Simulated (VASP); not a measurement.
Here is a VASP 6.6.1 calculation.

INCAR

```
SYSTEM = Ni
ALGO = Normal ; EDIFF = 1E-6
ENCUT = 600 ; GGA = CA
GGA_COMPAT = .False. ; ISIF = 2
ISMEAR = 0 ; ISPIN = 2
LASPH = .True. ; LCHARG = .False.
LMAXMIX = 4 ; LORBIT = 11
LREAL = .False. ; LWAVE = .False.
MAGMOM = 0.8 ; NBANDS = 15
NELM = 200 ; PREC = Accurate
SIGMA = 0.1
```

Contents of KPOINTS:

```
k-points
0
Gamma
  10 10 10
  0 0 0
```

POSCAR

```
Ni
1.0
    0.0000000000      1.7126574080      1.7126574080
    1.7126574080      0.0000000000      1.7126574080
    1.7126574080      1.7126574080      0.0000000000
Ni
1
Direct
    0.0000000000      0.0000000000      0.0000000000
```

Potentials or basis: VASP PAW LDA potentials, release 64 (Ni).

Run with:

```sh
$ cat potpaw_LDA.64/Ni/POTCAR > POTCAR
$ mpirun -np 1 vasp_std > vasp.out
```

Task: Predict the site moments.

Result: Ni +0.65 μB.

Task: Estimate the net moment.

Result: 0.65 μB per cell.

Task: Estimate the pressure.

Result: -0.2 GPa.
